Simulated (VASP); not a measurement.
NiO:

```
CELL_PARAMETERS angstrom
0.00000 2.24063 2.24063
2.24063 0.00000 2.24063
2.24063 2.24063 0.00000
ATOMIC_POSITIONS crystal
Ni 0.00000 0.00000 0.00000
O 0.75000 0.75000 0.75000
```

Base run:

- Program: VASP 6.6.1
- Functional: PBE
- Potentials or basis: VASP PAW PBE potentials, release 64 (Ni, O)
- Cutoff: 520 eV
- k mesh: 7 × 7 × 7
- Occupations: fermi-dirac, width 0.05 eV
- Spin: collinear spin, ferromagnetic start
- Starting moments: [1.0, 0.0] μB

Its results: pressure -0.1 GPa; net moment 1.86 μB per cell; site moments Ni +1.46; O +0.34 μB.

Question: The run is repeated on the same cell with these changes: functional from PBE to PBE0; k mesh from 7 × 7 × 7 to 5 × 5 × 5. What comes out?

Answer: Pressure -3.8 GPa; net moment 2.00 μB per cell; site moments Ni +1.65; O +0.34 μB.

Several settings changed at once, so the effect can't be laid on one alone.

Caveats: some runs use coarse meshes; a cell with one magnetic atom can't hold antiferromagnetic order, which such compounds often take; the PAW data sets were made with another functional, which shifts forces and pressure a little (some runs).
